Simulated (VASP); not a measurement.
GaN: single point with PBE

The system is GaN.

```xyz
2
Lattice="0.0000 2.2717 2.2717 2.2717 0.0000 2.2717 2.2717 2.2717 0.0000" Properties=species:S:1:pos:R:3 pbc="T T T"
Ga    0.0000    0.0000    0.0000
N     3.4075    3.4075    3.4075
```

* Program: VASP 6.6.1
* Task: single point
* Functional: PBE
* Potentials or basis: VASP PAW PBE potentials, release 64 (Ga_d, N)
* Cutoff: 600 eV
* k mesh: 6 × 6 × 6
* Occupations: gaussian, width 0.1 eV
* Spin: no spin polarisation

| Item | Value |
| --- | --- |
| Pressure | 0.5 GPa |
| Band gap on the k mesh | 1.57 eV, direct |

Levels at points of the mesh, in eV from the valence-band top:
```csv
k point,band 6,band 7,band 8,band 9,band 10,band 11,band 12,band 13
"(0.00, 0.00, 0.00)",-13.13,0.00,0.00,0.00,1.57,10.15,10.15,10.15
"(0.50, 0.00, 0.00)",-11.89,-6.88,-0.94,-0.94,4.47,8.60,10.24,10.24
"(0.50, 0.50, 0.00)",-11.46,-6.03,-2.62,-2.62,3.34,6.51,11.54,13.71
```

It took 25 s on 1 thread of Intel Xeon 8259CL, with other jobs on the host, peak memory 0.16 GiB.

A hybrid or GW would open this gap; PBE tends to underestimate it.
